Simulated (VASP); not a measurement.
Set up this calculation in VASP 6.6.1, as the native input.

```
Task                   : relaxation of cell and atoms
Functional             : PBEsol
Potentials or basis    : VASP PAW PBE potentials, release 64 (Ca_sv)
Cutoff                 : 500 eV
k mesh                 : 12 × 12 × 8
Occupations            : gaussian, width 0.1 eV
Spin                   : no spin polarisation
Dipole correction      : no
Further INCAR settings : ALGO = Normal; EDIFF = 1e-07; IBRION = 2; EDIFFG = -0.01; NSW = 80; ISIF = 3
```

The structure of Ca lies in POSCAR:

```
Ca
1.0
    3.3823362313      0.0000000000      0.0000000000
   -1.6911681156      2.9291891005      0.0000000000
    0.0000000000      0.0000000000      6.4451738692
Ca
2
Direct
    0.3333333333      0.6666666667      0.2500000000
    0.6666666667      0.3333333333      0.7500000000
```

This isn't the form of Ca at room conditions, which is fcc.

One way to write it, as run:

INCAR

```
  PREC = Accurate
  ENCUT = 500
  EDIFF = 1E-7
  ISMEAR = 0
  SIGMA = 0.1
  LREAL = F
  LASPH = T
  NELM = 120
  ALGO = Normal
  ISIF = 3
  LWAVE = F
  LCHARG = F
  GGA = PS
  IBRION = 2
  NSW = 80
  EDIFFG = -0.01
  GGA_COMPAT = F
  NELMIN = 4
```

KPOINTS

```
regular mesh
0
Gamma
  12 12 8
```

Potentials or basis: VASP PAW PBE potentials, release 64 (Ca_sv).

Command:

```sh
$ cat potpaw_PBE.64/Ca_sv/POTCAR > POTCAR
$ mpirun -np 1 vasp_std > vasp.out
```

Results of the run:

| Item | Value |
| --- | --- |
| Relaxed volume | 40.78 Å³/atom |
| Relaxed cell | a = 3.852 Å, b = 3.852 Å, c = 6.348 Å, α = 90.00°, β = 90.00°, γ = 120.00° |
| Space group after relaxing (to 0.1 Å) | P6_3/mmc (No. 194) |
| Energy gained by relaxing | 227.9 meV/atom |
| Ionic steps | 7 |
| Pressure after relaxing | 0.0 GPa |
| Band gap on the k mesh | zero (bands 10 and 11 overlap by 0.46 eV) |

Caveat: the volume moved by over 15 % at a fixed basis, so the end points are rough; the PAW data sets were made with another functional, which shifts forces and pressure a little.

Wall time 2.9 min on 1 thread of Intel(R) Xeon(R) 6975P-C (Granite Rapids), on a shared host, peak memory 0.23 GiB.
